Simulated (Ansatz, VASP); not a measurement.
**Al7Si in VASP and in Ansatz**

```
CELL_PARAMETERS angstrom
0.00000 4.14834 4.14834
4.14834 0.00000 4.14834
4.14834 4.14834 0.00000
ATOMIC_POSITIONS crystal
Al 0.00000 0.00000 0.50000
Al 0.00000 0.50000 0.00000
Al 0.00000 0.50000 0.50000
Al 0.50000 0.00000 0.00000
Al 0.50000 0.00000 0.50000
Al 0.50000 0.50000 0.00000
Al 0.50000 0.50000 0.50000
Si 0.00000 0.00000 0.00000
```

Alike in both runs: task single point; functional PBE; k mesh 8 × 8 × 8; occupations gaussian, width 0.1 eV; no spin polarisation.

|  | VASP | Ansatz |
| --- | --- | --- |
| version | VASP 6.6.1 | Ansatz 0.2.0 |
| potentials or method | VASP PAW PBE potentials, release 64 (Al, Si), cutoff 520 eV | scalar-relativistic, plane waves, PAW |
| valence electrons in the cell | 25 | 25 |

```csv
,VASP,Ansatz,Ansatz less VASP
gap on the k mesh at the Fermi level (eV),none,none,-
pressure (GPa),-5.9,-5.9,+0.03
```

A gap of «none» marks a metal or a gap that the smearing closes. With one functional, cell and mesh, what is left measures potentials, basis and numerics.
